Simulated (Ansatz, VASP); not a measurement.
**CoO in VASP and in Ansatz**

File INCAR:

```
PREC = Accurate
ENCUT = 520
EDIFF = 1E-7
ISMEAR = 1
SIGMA = 0.1
LREAL = F
LASPH = T
NELM = 200
ALGO = Normal
ISIF = 2
LWAVE = F
LCHARG = F
ISPIN = 2
MAGMOM = 2.5 0
LORBIT = 11
LMAXMIX = 4
LDAU = T
LDAUTYPE = 2
LDAUL = 2 -1
LDAUU = 6 0
LDAUJ = 0 0
LDAUPRINT = 1
GGA = PE
IBRION = 2
NSW = 100
EDIFFG = -0.005
GGA_COMPAT = F
NELMIN = 4
```

KPOINTS

```
Automatic mesh
0
Gamma
  10 10 10
```

POSCAR

```
CoO
1.0
    1.5054700000      0.8691830000      2.4399270000
   -1.5054700000      0.8691830000      2.4399270000
    0.0000000000     -1.7383660000      2.4399270000
Co O
1 1
Direct
    0.0000000000      0.0000000000      0.0000000000
    0.5000000000      0.5000000000      0.5000000000
```

Input for Ansatz:

```yaml
crystal:
  lattice:
    - [1.50547, 0.869183, 2.439927]
    - [-1.50547, 0.869183, 2.439927]
    - [0.0, -1.738366, 2.439927]
  atoms:
    - { symbol: Co, position: [0.0, 0.0, 0.0] }
    - { symbol: O, position: [0.5, 0.5, 0.5] }
basis:
  ecutwfc: 450.0
kpoints:
  mp_grid:
    grid: [10, 10, 10]
hamiltonian:
  xc: pbe
  pseudopotentials:
    kind: paw
  hubbard:
    - { species: Co, l: d, u_eff: 6.0 }
magnetization:
  spin_polarized: true
  per_species:
    Co: 2.5
scf:
  occupations:
    method: methfessel_paxton
relax:
  f_tol: 0.005
  max_steps: 100
```

Alike in both runs: task relaxation of the atoms; functional PBE; k mesh 10 × 10 × 10; collinear spin; Hubbard terms Co d U = 6.0 eV.

|  | VASP | Ansatz |
| --- | --- | --- |
| version | VASP 6.6.1 | Ansatz 0.2.0 |
| potentials or method | VASP PAW PBE potentials, release 64 (Co, O), cutoff 520 eV | plane waves, PAW |
| occupations | methfessel-paxton of order 1, width 0.1 eV | methfessel-paxton of order 1 |
| valence electrons in the cell | 15 | 23 |

|  | VASP | Ansatz | Ansatz less VASP |
| --- | --- | --- | --- |
| net moment per atom (μB) | 1.50 | 1.50 | 0.000 |
| size of the moment on the site where the two differ most (μB) | 2.80 | 2.64 | -0.160 |

Site moments also hang on the region over which each program counts them. The programs project onto different local orbitals, so the same U acts differently, and such runs can settle in different states. VASP's potentials hold 15 valence electrons a cell and Ansatz's 23, so a difference there can come from the potentials and not from the codes. Ansatz's warnings: end state compared.

Noted on VASP's run: the relaxation stopped at its first step, so nothing moved.
